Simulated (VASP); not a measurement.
Here is a VASP 6.6.1 calculation.

The input INCAR:

```
SYSTEM = TiTe2
ALGO = Normal
EDIFF = 1E-7
EDIFFG = -0.01
ENCUT = 600
GGA = PE
IBRION = 2
ISIF = 3
ISMEAR = -1
LASPH = .TRUE.
LCHARG = .FALSE.
LREAL = .FALSE.
LWAVE = .FALSE.
NELM = 60
NSW = 60
PREC = Accurate
PSTRESS = 200.0
SIGMA = 0.05
```

KPOINTS

```
k-points
0
G
  8 8 4
  0 0 0
```

File POSCAR:

```
TiTe2
1.0
    3.7770000000      0.0000000000      0.0000000000
   -1.8885000000      3.2709779501      0.0000000000
    0.0000000000      0.0000000000      6.4980000000
Te Ti
2 1
Direct
    0.3333333333      0.6666666667      0.7372000000
    0.6666666667      0.3333333333      0.2628000000
    0.0000000000      0.0000000000      0.0000000000
```

Potentials or basis: VASP PAW PBE potentials, release 64 (Te, Ti_sv).

Launch:

```bash
$ cat potpaw_PBE.64/Te/POTCAR potpaw_PBE.64/Ti_sv/POTCAR > POTCAR
$ mpirun -np 1 vasp_std > vasp.out
```

Problem. What does it give for the relaxed volume?

Solution. 20.62 Å³/atom.

Problem. What does it give for the space group after relaxing (to 0.05 Å)?

Solution. P-3m1 (No. 164).

Problem. Estimate the relaxed cell.

Solution. a = 3.455 Å, b = 3.455 Å, c = 5.982 Å, α = 90.00°, β = 90.00°, γ = 120.00°.

Problem. Estimate the band gap on the k mesh.

Solution. Zero (band 12 reaches 11.06 eV, above the bottom of band 13 at 10.06 eV).

Final structure:
```
Te Ti
1.0
     3.45527    0.00000    0.00000
    -1.72764    2.99235    0.00000
     0.00000    0.00000    5.98219
Te Ti
2 1
Direct
  0.33333 0.66667 0.70875
  0.66667 0.33333 0.29125
  0.00000 0.00000 0.00000
```

Caveat: the cell is relaxed towards a set pressure, so the enthalpy falls and the energy may rise; the volume moved by over 15 % at a fixed basis, so the end points are rough; spin-orbit coupling is left out, which moves the levels of the heavy elements; this functional lacks dispersion, which binds the layers, so the pressure and a relaxed spacing across them are unreliable.
